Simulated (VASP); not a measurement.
C: single point with PBE

C:

```
C
1.0
     0.00000    1.69165    1.69165
     1.69165    0.00000    1.69165
     1.69165    1.69165    0.00000
C
2
Cartesian
  -0.4229 -0.4229 -0.4229
  0.4229 0.4229 0.4229
```

This cell differs from its parent crystal: volume scaled by 0.85.

| Property | Result |
| --- | --- |
| Program | VASP 6.6.1 |
| Task | single point |
| Functional | PBE |
| Potentials or basis | VASP PAW PBE potentials, release 64 (C) |
| Cutoff | 520 eV |
| k mesh | 18 × 18 × 18 |
| Occupations | fermi-dirac, width 0.1 eV |
| Spin | no spin polarisation |

```
Pressure               : 96.0 GPa
Band gap on the k mesh : 4.50 eV, indirect (least direct gap 6.03 eV)
```

Levels at points of the mesh, in eV from the valence-band top:
| k point | band 1 | band 2 | band 3 | band 4 | band 5 | band 6 | band 7 | band 8 |
| --- | --- | --- | --- | --- | --- | --- | --- | --- |
| (0.00, 0.00, 0.00) | -23.73 | 0.00 | 0.00 | 0.00 | 6.03 | 6.03 | 6.03 | 17.14 |
| (0.50, 0.00, 0.00) | -16.98 | -15.26 | -3.23 | -3.23 | 9.12 | 9.12 | 11.11 | 17.11 |
| (0.50, 0.50, 0.00) | -13.97 | -13.97 | -7.32 | -7.32 | 5.08 | 5.08 | 19.37 | 19.37 |

It took 21 s on 1 thread of AMD EPYC 7R13 Processor (Zen 3), with other jobs on the host, peak memory 0.09 GiB.

 A k mesh can miss the band edges.
